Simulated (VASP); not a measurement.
# SiC (P6_3mc) in VASP: notebook

SiC is run at these levels: PBE; tasks: single point, relaxation of cell and atoms.

All numbers are computed with VASP 6.6.1; they aren't measurements. Logs are shortened: lines on timing, memory, paths and dates and some standing lists are left out, and cuts for length are marked.

## (1) The cell of the first run

It takes space group P6_3mc (No. 186, hexagonal). The conventional cell has a = 3.092 Å, b = 3.092 Å, c = 5.074 Å, α = 90.00°, β = 90.00°, γ = 120.00°. Within 2.5 Å of Si (site symmetry 3m) lie 4 C at 1.89 to 1.91 Å. Within 2.5 Å of C (site symmetry 3m) lie 4 Si at 1.89 to 1.91 Å.

## (2) Single point, PBE

INCAR

```
PREC     = Accurate       # precision mode
ENCUT    = 520            # plane-wave cutoff, eV
EDIFF    = 1E-6           # SCF threshold, eV
ISMEAR   = 0              # smearing method
SIGMA    = 0.02           # smearing width, eV
LREAL    = False          # projectors in reciprocal space
LASPH    = True           # aspherical terms in the spheres
NELM     = 100            # most SCF steps
ALGO     = Normal         # electronic algorithm
ISIF     = 2              # what is computed and relaxed
LWAVE    = False          # write WAVECAR
LCHARG   = False          # write CHGCAR
GGA      = PE             # functional
NBANDS   = 16             # bands
```

KPOINTS

```
regular mesh
0
Gamma
  12 12 6
```

POSCAR

```
SiC
1.0
    3.0919365157      0.0000000000      0.0000000000
   -1.5459682578      2.6776955695      0.0000000000
    0.0000000000      0.0000000000      5.0742922938
Si C
2 2
Direct
    0.3333333333      0.6666666667      0.4995817072
    0.6666666667      0.3333333333      0.9995817072
    0.3333333333      0.6666666667      0.8754182928
    0.6666666667      0.3333333333      0.3754182928
```

Potentials or basis: VASP PAW PBE potentials, release 64 (Si, C).

Launch:

```bash
$ cat potpaw_PBE.64/Si/POTCAR potpaw_PBE.64/C/POTCAR > POTCAR
$ mpirun -np 1 vasp_std > vasp.out
```

OUTCAR:

```text
PREC = Accurate
   ENCUT = 520
   EDIFF = 1E-6
   ISMEAR = 0
   LREAL = False
   LASPH = True
   NELM = 100
   ISIF = 2
   GGA = PE

 ion  position               nearest neighbor table
   1  0.333  0.667  0.500-   4 1.89   4 1.89   4 1.89   3 1.91   2 3.10   2 3.10   2 3.10   2 3.10
                             2 3.10   2 3.10
   2  0.667  0.333  1.000-   3 1.89   3 1.89   3 1.89   4 1.91   1 3.10   1 3.10   1 3.10   1 3.10
                             1 3.10   1 3.10
   3  0.333  0.667  0.875-   2 1.89   2 1.89   2 1.89   1 1.91
   4  0.667  0.333  0.375-   1 1.89   1 1.89   1 1.89   2 1.91

  LATTYP: Found a hexagonal cell.
 ALAT       =     3.0919365157
 C/A-ratio  =     1.6411372834

  Lattice vectors:

 A1 = (   3.0919365157,   0.0000000000,   0.0000000000)
 A2 = (  -1.5459682578,   2.6776955695,   0.0000000000)
 A3 = (   0.0000000000,   0.0000000000,   5.0742922938)

Analysis of symmetry for initial positions (statically):
=====================================================================
 Subroutine PRICEL returns:
 Original cell was already a primitive cell.

 Routine SETGRP: Setting up the symmetry group for a
 hexagonal supercell.

 Subroutine GETGRP returns: Found 12 space group operations
 (whereof  6 operations were pure point group operations)
 out of a pool of 24 trial point group operations.

The static configuration has the point symmetry C_3v.
 The point group associated with its full space group is C_6v.

Analysis of symmetry for dynamics (positions and initial velocities):
=====================================================================
 Subroutine PRICEL returns:
 Original cell was already a primitive cell.

 Routine SETGRP: Setting up the symmetry group for a
 hexagonal supercell.

 Subroutine GETGRP returns: Found 12 space group operations
 (whereof  6 operations were pure point group operations)
 out of a pool of 24 trial point group operations.

The dynamic configuration has the point symmetry C_3v.
 The point group associated with its full space group is C_6v.

 Subroutine INISYM returns: Found 12 space group operations
 (whereof  6 operations are pure point group operations),
 and found     1 'primitive' translations

----------------------------------------------------------------------------------------

                                     Primitive cell

  volume of cell :      42.0114

  direct lattice vectors                    reciprocal lattice vectors
     3.091936516  0.000000000  0.000000000     0.323421906  0.186727724  0.000000000
    -1.545968258  2.677695569  0.000000000     0.000000000  0.373455449  0.000000000
     0.000000000  0.000000000  5.074292294     0.000000000  0.000000000  0.197071817

  length of vectors
     3.091936516  3.091936516  5.074292294     0.373455449  0.373455449  0.197071817

  position of ions in fractional coordinates (direct lattice)
     0.333333333  0.666666667  0.499581707
     0.666666667  0.333333333  0.999581707
     0.333333333  0.666666667  0.875418293
     0.666666667  0.333333333  0.375418293

  ion indices of the primitive-cell ions
   primitive index   ion index
                 1           1
                 2           2
                 3           3
                 4           4

----------------------------------------------------------------------------------------

 KPOINTS: regular mesh

Automatic generation of k-mesh.
 Grid dimensions read from file:
 generate k-points for:   12   12    6

 Generating k-lattice:

  Cartesian coordinates                     Fractional coordinates (reciprocal lattice)
     0.026951825  0.015560644  0.000000000     0.083333333 -0.000000000  0.000000000
     0.000000000  0.031121287  0.000000000     0.000000000  0.083333333  0.000000000
     0.000000000  0.000000000  0.032845303     0.000000000  0.000000000  0.166666667

  Length of vectors
     0.031121287  0.031121287  0.032845303

  Shift w.r.t. Gamma in fractional coordinates (k-lattice)
     0.000000000  0.000000000  0.000000000

 Subroutine IBZKPT returns following result:
 ===========================================

 Found     76 irreducible k-points:

 Following reciprocal coordinates:
            Coordinates               Weight
  0.000000  0.000000  0.000000      1.000000
  0.083333  0.000000  0.000000      6.000000
  0.166667  0.000000  0.000000      6.000000
  0.250000  0.000000  0.000000      6.000000
  0.333333  0.000000  0.000000      6.000000
  0.416667  0.000000  0.000000      6.000000
[... 16 lines left out ...]
  0.250000  0.000000  0.166667     12.000000
  0.333333  0.000000  0.166667     12.000000
 [... further k-points ...]
   k-points           NKPTS =     76   k-points in BZ     NKDIM =     76   number of bands    NBANDS=     16
   number of dos      NEDOS =    301   number of ions     NIONS =      4
   total plane-waves  NPLWV =  23040
   dimension x,y,z NGX =    24 NGY =   24 NGZ =   40
   dimension x,y,z NGXF=    48 NGYF=   48 NGZF=   80
   ions per type =               2   2
   NGX,Y,Z   is equivalent  to a cutoff of  12.90, 12.90, 13.10 a.u.
   NGXF,Y,Z  is equivalent  to a cutoff of  25.81, 25.81, 26.21 a.u.
 SYSTEM =  unknown system
   PREC   = accura    normal or accurate (medium, high low for compatibility)
   ISTART =      0    job   : 0-new  1-cont  2-samecut
   ICHARG =      2    charge: 1-file 2-atom 10-const
   ISPIN  =      1    spin polarized calculation?
   LNONCOLLINEAR =      F non collinear calculations
   LSORBIT =      F    spin-orbit coupling
   LASPH  =      T    aspherical Exc in radial PAW
   ENCUT  =  520.0 eV  38.22 Ry    6.18 a.u.   5.75  5.75  9.43*2*pi/ulx,y,z
   NELM   =    100;   NELMIN=  2; NELMDL= -5     # of ELM steps
   EDIFF  = 0.1E-05   stopping-criterion for ELM
   LREAL  =      F    real-space projection
   EDIFFG = 0.1E-04   stopping-criterion for IOM
   NSW    =      0    number of steps for IOM
   IBRION =     -1    ionic relax: 0-MD 1-quasi-New 2-CG
   NFREE  =      0    steps in history (QN), initial steepest desc. (CG)
   ISIF   =      2    stress and relaxation
   ISYM   =      2    0-nonsym 1-usesym 2-fastsym
   POTIM  = 0.5000    time-step for ionic-motion
   TEBEG  =    0.0;   TEEND  =   0.0 temperature during run
   PSTRESS=    0.0 pullay stress
   NELECT =      16.0000    total number of electrons
   NUPDOWN=      -1.0000    fix difference up-down
   EMIN   =  10.00;   EMAX   =-10.00  energy-range for DOS
   EFERMI =   0.00;   METHOD = LEGACY
   ISMEAR =     0;   SIGMA  =   0.02  broadening in eV -4-tet -1-fermi 0-gaus
   EFERMI_NEDOS =   21; number of points for ismear=-14 and -15
   IALGO  =     38    algorithm
   IMIX   =      4    mixing-type and parameters
     AMIX     =   0.40;   BMIX     =  1.00
     AMIX_MAG =   1.60;   BMIX_MAG =  1.00
  volume/ion in A,a.u.               =      10.50        70.88
  Fermi-wavevector in a.u.,A,eV,Ry     =   1.186658  2.242459 19.159157  1.408158
  Thomas-Fermi vector in A             =   2.322826
   LORBIT       =      0    0 simple, 1 ext, 2 COOP (PROOUT), +10 PAW based schemes
   GGA     = PE    functional components
   LHFCALC =     F    Hartree Fock is set to
   AEXX    =    0.0000 exact exchange contribution
   IVDW    =     0    specifies the selected vdW correction
   LEPSILON=     F    determine dielectric tensor
   LRPA    =     F    only Hartree local field effects (RPA)
 non-spin polarized calculation
 Gauss-broadening in eV      SIGMA  =   0.02
  energy-cutoff  :      520.00
  volume of cell :       42.01
 maximum number of plane-waves:      1170
 NGX is ok and might be reduce to    24
   NGX = 11   NGY = 11   NGZ = 19

 number of electron      16.0000000 magnetization

 Free energy of the ion-electron system (eV)
  ---------------------------------------------------
  ext. energy  EPLUGINS =         0.00000000
  ---------------------------------------------------
  free energy    TOTEN  =       -30.11026376 eV

  energy without entropy =      -30.11026376  energy(sigma->0) =      -30.11026376

 E-fermi :   8.2515     XC(G=0): -11.2826

 val. band max:        8.0839692491   @ k =   0.0000   0.0000   0.0000
 cond. band min:      10.3873053492   @ k =   0.3333   0.3333   0.0000
 fundamental gap:      2.3033361001
 Fermi energy:         8.2514849879

 k-point     1 :       0.0000    0.0000    0.0000
  band No.  band energies     occupation
      1      -7.3614      2.00000
      2      -3.8523      2.00000
      3      -0.5244      2.00000
      4       6.7747      2.00000
      5       6.7747      2.00000
      6       7.9739      2.00000
[... 8 lines left out ...]
     15      16.9318      0.00000
     16      19.2982      0.00000

 k-point     2 :       0.0833    0.0000    0.0000
  band No.  band energies     occupation
      1      -7.2423      2.00000
      2      -3.7506      2.00000
      3      -0.4153      2.00000
      4       6.0943      2.00000
      5       6.5669      2.00000
      6       7.6200      2.00000
[... 8 lines left out ...]
     15      17.2334      0.00000
     16      18.4296      0.00000

 k-point     3 :       0.1667    0.0000    0.0000
  band No.  band energies     occupation
      1      -6.8884      2.00000
      2      -3.4546      2.00000
      3      -0.0977      2.00000
      4       4.6199      2.00000
      5       6.0963      2.00000
      6       6.5064      2.00000
[... 8 lines left out ...]
     15      17.5660      0.00000
     16      17.9031      0.00000

 k-point     4 :       0.2500    0.0000    0.0000
  band No.  band energies     occupation
      1      -6.3107      2.00000
      2      -3.0011      2.00000
      3       0.3791      2.00000
      4       3.0208      2.00000
      5       5.1286      2.00000
      6       5.5850      2.00000
[... 8 lines left out ...]
     15      18.0454      0.00000
     16      18.8042      0.00000
[... 324 lines left out ...]
 k-point    22 :       0.1667    0.0000    0.1667
  band No.  band energies     occupation
      1      -6.7557      2.00000
      2      -3.9628      2.00000
      3       0.6044      2.00000
      4       4.7410      2.00000
      5       6.1218      2.00000
      6       6.1860      2.00000
[... 8 lines left out ...]
     15      17.7355      0.00000
     16      18.2669      0.00000

 k-point    23 :       0.2500    0.0000    0.1667
  band No.  band energies     occupation
      1      -6.1803      2.00000
      2      -3.4727      2.00000
      3       0.9631      2.00000
      4       3.2243      2.00000
      5       4.7438      2.00000
      6       5.6814      2.00000
[... 8 lines left out ...]
     15      18.7505      0.00000
     16      18.7716      0.00000

 k-point    24 :       0.3333    0.0000    0.1667
  band No.  band energies     occupation
      1      -5.4112      2.00000
      2      -2.8953      2.00000
      3       0.8012      2.00000
      4       2.5083      2.00000
      5       3.3297      2.00000
      6       5.2623      2.00000
[... 8 lines left out ...]
     15      19.2419      0.00000
     16      20.0182      0.00000

 [... further k-points ...]
[... 5 lines left out ...]
  --------------------------------------------------------------------------------------
  -------------------------------------------------------------------------------------
  Total       -0.0136507     -0.0136507     -0.0104681     -0.0000000      0.0000000      0.0000000
  in kB       -0.5205917     -0.5205917     -0.3992185     -0.0000000      0.0000000      0.0000000
  external PRESSURE =      -0.4801340 kB  Pullay stress =       0.0000000 kB

 VOLUME and BASIS-vectors are now :
 -----------------------------------------------------------------------------
  energy-cutoff  :      520.00
  volume of cell :       42.01
      direct lattice vectors                 reciprocal lattice vectors
     3.091936516  0.000000000  0.000000000     0.323421906  0.186727724  0.000000000
    -1.545968258  2.677695569  0.000000000     0.000000000  0.373455449  0.000000000
     0.000000000  0.000000000  5.074292294     0.000000000  0.000000000  0.197071817

 POSITION                                       TOTAL-FORCE (eV/Angst)
 -----------------------------------------------------------------------------------
     -0.00000      1.78513      2.53502        -0.000000      0.000000      0.000257
      1.54597      0.89257      5.07217         0.000000     -0.000000      0.000257
     -0.00000      1.78513      4.44213        -0.000000     -0.000000     -0.000257
      1.54597      0.89257      1.90498        -0.000000      0.000000     -0.000257
 -----------------------------------------------------------------------------------
    total drift:                               -0.000000     -0.000000      0.000498

  FREE ENERGIE OF THE ION-ELECTRON SYSTEM (eV)
  ---------------------------------------------------
  free  energy   TOTEN  =       -30.1102637590 eV

  energy  without entropy=      -30.1102637590  energy(sigma->0) =      -30.11026376
```

It took 37 s on 1 thread of Intel Xeon Platinum 8259CL at 2.50GHz (Skylake/Cascade Lake), shared host; peak memory 0.18 GiB.

Results:

- Free energy: -30.1103 eV
- Pressure: 0.0 GPa
- Band gap on the k mesh: 2.30 eV, indirect (least direct gap 3.94 eV)

A k mesh can miss the band edges. PBE gaps usually lie below the measured ones, often by a third to a half.

## (3) Relaxation of cell and atoms, PBE

This run uses another cell than the first one, of 10.32 Å³/atom, 0.982 times its volume.

INCAR

```
  PREC = Accurate
  ENCUT = 600
  EDIFF = 1E-6
  ISMEAR = 0
  SIGMA = 0.02
  LREAL = False
  LASPH = True
  NELM = 80
  ALGO = Normal
  ISIF = 3
  LWAVE = False
  LCHARG = False
  GGA = PE
  IBRION = 2
  NSW = 100
  EDIFFG = -0.005
```

KPOINTS

```
Automatic mesh
0
Gamma
  12 12 6
```

POSCAR

```
SiC
1.0
    3.0735139282      0.0000000000      0.0000000000
   -1.5367569641      2.6617411407      0.0000000000
    0.0000000000      0.0000000000      5.0452477100
Si C
2 2
Direct
    0.3333333300      0.6666666700      0.4996024000
    0.6666666700      0.3333333300      0.9996024000
    0.3333333300      0.6666666700      0.8753976000
    0.6666666700      0.3333333300      0.3753976000
```

Potentials or basis: VASP PAW PBE potentials, release 64 (Si, C).

Launch:

```bash
$ cat potpaw_PBE.64/Si/POTCAR potpaw_PBE.64/C/POTCAR > POTCAR
$ mpirun -np 1 vasp_std > vasp.out
```

OUTCAR:

```text
PREC = Accurate
   ENCUT = 600
   EDIFF = 1E-6
   ISMEAR = 0
   LREAL = False
   LASPH = True
   NELM = 80
   ISIF = 3
   GGA = PE
   IBRION = 2
   NSW = 100
   EDIFFG = -0.005

 ion  position               nearest neighbor table
   1  0.333  0.667  0.500-   4 1.88   4 1.88   4 1.88   3 1.90   2 3.08   2 3.08   2 3.08   2 3.08
                             2 3.08   2 3.08
   2  0.667  0.333  1.000-   3 1.88   3 1.88   3 1.88   4 1.90   1 3.08   1 3.08   1 3.08   1 3.08
                             1 3.08   1 3.08
   3  0.333  0.667  0.875-   2 1.88   2 1.88   2 1.88   1 1.90
   4  0.667  0.333  0.375-   1 1.88   1 1.88   1 1.88   2 1.90

  LATTYP: Found a hexagonal cell.
 ALAT       =     3.0735139282
 C/A-ratio  =     1.6415242709

  Lattice vectors:

 A1 = (   3.0735139282,   0.0000000000,   0.0000000000)
 A2 = (  -1.5367569641,   2.6617411407,   0.0000000000)
 A3 = (   0.0000000000,   0.0000000000,   5.0452477100)

[... 426 lines left out ...]

 k-point     1 :       0.0000    0.0000    0.0000
  band No.  band energies     occupation
      1      -7.3591      2.00000
      2      -3.8474      2.00000
      3      -0.5201      2.00000
      4       6.7828      2.00000
      5       6.7828      2.00000
      6       7.9827      2.00000
      7       8.0925      2.00000
      8       8.0925      2.00000
      9      12.7734      0.00000
     10      14.1454      0.00000
     11      14.6721      0.00000
     12      14.6721      0.00000
[... 331 lines left out ...]
 k-point    24 :       0.3333   -0.0000    0.1667
  band No.  band energies     occupation
      1      -5.4076      2.00000
      2      -2.8899      2.00000
      3       0.8076      2.00000
      4       2.5137      2.00000
      5       3.3370      2.00000
      6       5.2695      2.00000
      7       6.5027      2.00000
      8       6.9942      2.00000
      9      11.4448      0.00000
     10      12.5517      0.00000
     11      14.8263      0.00000
     12      15.8565      0.00000

 [... further k-points ...]
[... 5 lines left out ...]
  --------------------------------------------------------------------------------------
  -------------------------------------------------------------------------------------
  Total        0.0003064      0.0003064     -0.0010314      0.0000000      0.0000000      0.0000000
  in kB        0.0116932      0.0116932     -0.0393672      0.0000000      0.0000000      0.0000000
  external PRESSURE =      -0.0053269 kB  Pullay stress =       0.0000000 kB
[... 19 lines left out ...]
  FREE ENERGIE OF THE ION-ELECTRON SYSTEM (eV)
  ---------------------------------------------------
  free  energy   TOTEN  =       -30.1123024440 eV

  energy  without entropy=      -30.1123024440  energy(sigma->0) =      -30.11230244

 reached required accuracy - stopping structural energy minimisation
```

Run time: 1.9 min. Hardware: 1 thread of Intel Xeon Platinum 8259CL at 2.50GHz (Skylake/Cascade Lake), shared host; peak memory 0.2 GiB.

What came out:

- Free energy: -30.1123 eV
- Relaxed volume: 10.49 Å³/atom
- Relaxed cell: a = 3.091 Å, b = 3.091 Å, c = 5.073 Å, α = 90.00°, β = 90.00°, γ = 120.00°
- Space group after relaxing (to 0.05 Å): P6_3mc (No. 186)
- Energy gained by relaxing: 2.0 meV/atom
- Ionic steps: 7
- Pressure after relaxing: 0.0 GPa
- Band gap on the k mesh: 2.30 eV, indirect (least direct gap 3.94 eV)

Step by step:
```csv
step,energy change (eV),largest force (eV/Å),pressure (GPa),volume (Å³)
1,0.0000,0.0017,3.72,41.27
2,0.0005,0.0121,-3.61,42.72
3,-0.0080,0.0055,0.00,41.98
4,-0.0080,0.0054,0.05,41.96
5,-0.0080,0.0046,0.07,41.96
6,-0.0080,0.0002,0.07,41.96
7,-0.0080,0.0011,0.00,41.98
```

Final structure:
```cif
data_structure
_symmetry_space_group_name_H-M 'P 1'
_symmetry_Int_Tables_number 1
_cell_length_a 3.0911
_cell_length_b 3.0911
_cell_length_c 5.0730
_cell_angle_alpha 90.000
_cell_angle_beta 90.000
_cell_angle_gamma 120.000
_cell_volume 41.98
loop_
_atom_site_label
_atom_site_type_symbol
_atom_site_fract_x
_atom_site_fract_y
_atom_site_fract_z
_atom_site_occupancy
Si1 Si 0.33333 0.66667 0.49958 1
Si2 Si 0.66667 0.33333 0.99958 1
C1 C 0.33333 0.66667 0.87542 1
C2 C 0.66667 0.33333 0.37542 1
```

Levels at points of the mesh, in eV from the valence-band top:
| k point | band 5 | band 6 | band 7 | band 8 | band 9 | band 10 | band 11 | band 12 |
| --- | --- | --- | --- | --- | --- | --- | --- | --- |
| (0.00, 0.00, 0.00) | -1.31 | -0.11 | 0.00 | 0.00 | 4.68 | 6.05 | 6.58 | 6.58 |
| (0.50, 0.00, 0.00) | -5.38 | -3.29 | -3.24 | -1.19 | 2.75 | 4.21 | 6.77 | 7.07 |
| (0.00, 0.00, 0.50) | -0.71 | -0.71 | -0.71 | -0.71 | 5.77 | 5.77 | 7.27 | 7.27 |
| (0.50, 0.00, 0.50) | -2.42 | -2.42 | -2.31 | -2.31 | 3.25 | 3.25 | 5.19 | 5.19 |
